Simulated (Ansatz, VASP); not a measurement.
Two plane-wave programs on Te2Mo

Contents of POSCAR:

```
Te2Mo
1.0
   -3.5635452172      0.0000000000      0.0000000000
   -1.7817726086     -3.0861206856      0.0000000000
   -1.3363294564     -0.7715301714     14.7262210532
Te Mo
4 2
Direct
    0.1762123446      0.1762123446      0.6284839550
    0.6345456779      0.6345456779      0.1284839550
    0.1154543221      0.1154543221      0.8715160450
    0.5737876554      0.5737876554      0.3715160450
    0.2708333333      0.2708333333      0.2500000000
    0.4791666667      0.4791666667      0.7500000000
```

Contents of INCAR.step1:

```
SYSTEM = Te2Mo
  PREC = Accurate
  ENCUT = 520
  ISMEAR = 0
  SIGMA = 0.05
  LREAL = .FALSE.
  LASPH = .TRUE.
  NELM = 60
  NBANDS = 35
  GGA = PE
  ALGO = Normal
  EDIFF = 1E-4
  LWAVE = .TRUE.
  LCHARG = .FALSE.
```

Contents of INCAR.step2:

```
SYSTEM = Te2Mo
  PREC = Accurate
  ENCUT = 520
  EDIFF = 1E-6
  ISMEAR = 0
  SIGMA = 0.05
  LREAL = .FALSE.
  LASPH = .TRUE.
  NELM = 60
  ALGO = Normal
  ISIF = 2
  LWAVE = .FALSE.
  LCHARG = .FALSE.
  METAGGA = R2SCAN
  LMIXTAU = .TRUE.
  NBANDS = 35
  ISTART = 1
```

File KPOINTS:

```
Automatic mesh
0
G
  9 9 2
  0 0 0
```

Input for Ansatz:

```yaml
crystal:
  lattice:
    - [-3.5635452172, 0.0, 0.0]
    - [-1.7817726086, -3.0861206856, 0.0]
    - [-1.3363294564, -0.7715301714, 14.7262210532]
  atoms:
    - { symbol: Te, position: [0.1762123446, 0.1762123446, 0.628483955] }
    - { symbol: Te, position: [0.6345456779, 0.6345456779, 0.128483955] }
    - { symbol: Te, position: [0.1154543221, 0.1154543221, 0.871516045] }
    - { symbol: Te, position: [0.5737876554, 0.5737876554, 0.371516045] }
    - { symbol: Mo, position: [0.2708333333, 0.2708333333, 0.25] }
    - { symbol: Mo, position: [0.4791666667, 0.4791666667, 0.75] }
basis:
  ecutwfc: 500
kpoints:
  mp_grid: { grid: [9, 9, 2] }
hamiltonian:
  xc: r2scan
scf:
  occupations: { method: gaussian, width: 0.05 }
output:
  forces: true
  stress: true
  eigenvalues: true
```

Alike in both runs: task single point; functional r2SCAN; k mesh 9 × 9 × 2; occupations gaussian, width 0.05 eV; no spin polarisation.

```csv
,VASP,Ansatz
version,VASP 6.6.1,Ansatz 0.2.0
potentials or method,"VASP PAW PBE potentials, release 64 (Te, Mo_sv), cutoff 520 eV","scalar-relativistic, plane waves, PAW"
valence electrons in the cell,52,92
```

|  | VASP | Ansatz | Ansatz less VASP |
| --- | --- | --- | --- |
| gap on the k mesh at the Fermi level (eV) | 1.04 | 1.04 | +0.009 |
| least direct gap on the mesh (eV) | 1.07 | 1.07 | -0.002 |
| pressure (GPa) | 0.2 | 0.1 | -0.11 |
| traceless stress, the component that is largest in VASP (GPa) | 0.16 | 0.10 | -0.058 |
| rms of the force components (eV/Å) | 0.015 | 0.019 | +0.0036 |

VASP's potentials were made for PBE, not for r2SCAN. Atom by atom the forces differ by 0.012 eV/Å (rms over components). VASP's potentials hold 52 valence electrons a cell and Ansatz's 92, so a difference there can come from the potentials and not from the codes.

Spin-orbit coupling is off throughout.
